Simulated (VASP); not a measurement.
Here is a VASP 6.6.1 calculation.

File INCAR:

```
SYSTEM = Ge
ALGO = Normal
EDIFF = 1E-6
ENCUT = 520
GGA = PE
ISIF = 2
ISMEAR = 0
LASPH = .TRUE.
LCHARG = .TRUE.
LELF = .TRUE.
LREAL = .FALSE.
LVHAR = .TRUE.
LWAVE = .FALSE.
NBANDS = 21
NELM = 60
PREC = Accurate
SIGMA = 0.15
```

The input KPOINTS:

```
k-points
0
G
  14 14 14
  0 0 0
```

POSCAR

```
Ge
1.0
   -0.1152213909      2.8805347716      2.8229240762
    2.8805347716     -0.1152213909      2.8229240762
    2.7653133807      2.7653133807      0.0000000000
Ge
2
Direct
    0.5000000000      0.5000000000      0.5000000000
    0.7500000000      0.7500000000      0.7500000000
```

Potentials or basis: VASP PAW PBE potentials, release 64 (Ge_d).

Run with:

```bash
$ cat potpaw_PBE.64/Ge_d/POTCAR > POTCAR
$ mpirun -np 1 vasp_std > vasp.out
```

Task: Estimate the band gap on the k mesh.

Result: Zero (band 14 reaches 4.68 eV, above the bottom of band 15 at 4.43 eV).

Task: What does it give for the pressure?

Result: 1.9 GPa.

Forces in eV/Å, atoms in the order of the input:
```
Ge   0.000  0.000 -0.661
Ge   0.000  0.000  0.661
```

Caveat: the cell differs from its parent crystal (engineering shear strain xy -0.0800, normal strain along z -0.0200).
